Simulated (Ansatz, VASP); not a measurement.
## Two plane-wave programs on Ga2O3

```
CELL_PARAMETERS angstrom
2.52872 1.59619 4.58483
-2.52872 1.59619 4.58483
0.00000 -2.78369 4.45344
ATOMIC_POSITIONS crystal
Ga 0.35587 0.35587 0.35587
Ga 0.14413 0.14413 0.14413
Ga 0.64413 0.64413 0.64413
Ga 0.85587 0.85587 0.85587
O 0.55317 0.94683 0.25000
O 0.25000 0.55317 0.94683
O 0.94683 0.25000 0.55317
O 0.44683 0.05317 0.75000
O 0.75000 0.44683 0.05317
O 0.05317 0.75000 0.44683
```

Change from the starting cell: strain +0.0600 x Voigt [0, 0, 0, 1, 0, 0], atoms carried along.

Alike in both runs: task single point; functional PBE; k mesh 6 × 6 × 6; occupations gaussian, width 0.05 eV; no spin polarisation.

```csv
,VASP,Ansatz
version,VASP 6.6.1,Ansatz 0.2.0
potentials or method,"VASP PAW PBE potentials, release 64 (Ga_d, O), cutoff 520 eV","scalar-relativistic, plane waves, PAW"
valence electrons in the cell,88,88
```

```csv
,VASP,Ansatz,Ansatz less VASP
gap on the k mesh at the Fermi level (eV),2.36,2.37,+0.009
least direct gap on the mesh (eV),2.62,2.63,+0.008
pressure (GPa),1.6,0.7,-0.87
"traceless stress, the component that is largest in VASP (GPa)",-5.30,-5.24,+0.069
rms of the force components (eV/Å),0.169,0.171,+0.0015
```

Atom by atom the forces differ by 0.006 eV/Å (rms over components).
